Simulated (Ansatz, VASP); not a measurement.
## BaS: VASP beside Ansatz

Contents of POSCAR:

```
BaS
1.0
    0.0401474484      3.2117958753      3.2117958753
    3.2117958753      0.0401474484      3.2117958753
    3.2519433238      3.2519433238      0.0000000001
Ba S
1 1
Direct
    0.0000000000      0.0000000000      0.0000000000
    0.5000000000      0.5000000000      0.5000000000
```

INCAR.step1

```
SYSTEM = BaS
  ALGO = Normal
  EDIFF = 1E-4
  ENCUT = 520
  GGA = PE
  ISMEAR = 0
  LASPH = .TRUE.
  LCHARG = .FALSE.
  LREAL = .FALSE.
  LWAVE = .TRUE.
  NBANDS = 15
  NELM = 60
  PREC = Accurate
  SIGMA = 0.01
```

File INCAR.step2:

```
SYSTEM = BaS
  ALGO = Normal
  EDIFF = 1E-6
  ENCUT = 520
  ISIF = 2
  ISMEAR = 0
  ISTART = 1
  LASPH = .TRUE.
  LCHARG = .FALSE.
  LMIXTAU = .TRUE.
  LREAL = .FALSE.
  LWAVE = .FALSE.
  METAGGA = R2SCAN
  NBANDS = 15
  NELM = 60
  PREC = Accurate
  SIGMA = 0.01
```

The input KPOINTS:

```
k-points
0
G
  8 8 8
  0 0 0
```

Input for Ansatz:

```yaml
crystal:
  lattice:
    - [0.0401474484, 3.2117958753, 3.2117958753]
    - [3.2117958753, 0.0401474484, 3.2117958753]
    - [3.2519433238, 3.2519433238, 1.0e-10]
  atoms:
    - { symbol: Ba, position: [0.0, 0.0, 0.0] }
    - { symbol: S, position: [0.5, 0.5, 0.5] }
kpoints:
  mp_grid: { grid: [8, 8, 8] }
  band_path:
    path:
      - [0.0, 0.0, 0.0]
      - [0.5, 0.0, 0.5]
      - [0.625, 0.25, 0.625]
      - [0.375, 0.375, 0.75]
      - [0.5, 0.5, 0.5]
      - [0.5, 0.25, 0.75]
      - [0.5, 0.5, 0.0]
    npoints: 1
hamiltonian:
  xc: r2scan
scf:
  occupations: { method: fixed }
  n_extra_bands: 4
output:
  forces: true
  stress: true
  eigenvalues: true
```

Change from the starting cell: shear_xy strain +2.5%.

Alike in both runs: task single point; functional r2SCAN; k mesh 8 × 8 × 8; no spin polarisation.

```csv
,VASP,Ansatz
version,VASP 6.6.1,Ansatz 0.2.0
potentials or method,"VASP PAW PBE potentials, release 64 (Ba_sv, S)","plane waves, PAW"
plane-wave cutoff (eV),520,500
occupations,"gaussian, width 0.01 eV",fixed
valence electrons in the cell,16,16
```

```tsv
	VASP	Ansatz	Ansatz less VASP
gap on the k mesh at the Fermi level (eV)	2.46	2.54	+0.087
pressure (GPa)	0.6	0.0	-0.56
traceless stress, the component that is largest in VASP (GPa)	-0.48	-0.48	0.000
```

VASP's potentials were made for PBE, not for r2SCAN.

Neither program's run includes spin-orbit coupling.
